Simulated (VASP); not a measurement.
Wanted: the native input for a VASP 6.6.1 run.

| Item | Value |
| --- | --- |
| Task | single point |
| Functional | PBE |
| Potentials or basis | VASP PAW PBE potentials, release 64 (Zr_sv, Si, W_sv) |
| Cutoff | 520 eV |
| k mesh | 18 × 18 × 18 |
| Occupations | fermi-dirac, width 0.15 eV |
| Spin | no spin polarisation |
| Dipole correction | no |
| Further INCAR settings | ALGO = Normal; EDIFF = 1e-06; NBANDS = 22 |

The structure of ZrSiW lies in POSCAR:

```
ZrSiW
1.0
   -1.6750048188      1.6750048188      4.6068706875
    1.6750048188     -1.6750048188      4.6068706875
    1.6750048188      1.6750048188     -4.6068706875
Zr Si W
1 1 1
Direct
    0.3332116171      0.3332116171      0.0000000000
    0.6449058695      0.6449058695      0.0000000000
    0.0218825134      0.0218825134      0.0000000000
```

One way to write it, as run:

INCAR

```
SYSTEM = ZrSiW
  PREC = Accurate
  ENCUT = 520
  EDIFF = 1E-6
  ISMEAR = -1
  SIGMA = 0.15
  LREAL = .False.
  LASPH = .True.
  NELM = 100
  ALGO = Normal
  ISIF = 2
  LWAVE = .False.
  LCHARG = .False.
  GGA = PE
  NBANDS = 22
```

KPOINTS

```
Automatic mesh
0
Gamma
  18 18 18
  0 0 0
```

Potentials or basis: VASP PAW PBE potentials, release 64 (Zr_sv, Si, W_sv).

Run with:

```console
$ cat potpaw_PBE.64/Zr_sv/POTCAR potpaw_PBE.64/Si/POTCAR potpaw_PBE.64/W_sv/POTCAR > POTCAR
$ mpirun -np 1 vasp_std > vasp.out
```

It gave:

The pressure is 0.1 GPa. The band gap on the k mesh is zero (band 15 reaches 10.85 eV, above the bottom of band 16 at 9.52 eV).

Caveat: spin-orbit coupling is left out, which moves the levels of the heavy elements.

Run time: 14 min on 1 thread of Intel(R) Xeon(R) Platinum 8259CL CPU @ 2.50GHz (Skylake/Cascade Lake), on a shared host, peak memory 0.7 GiB.
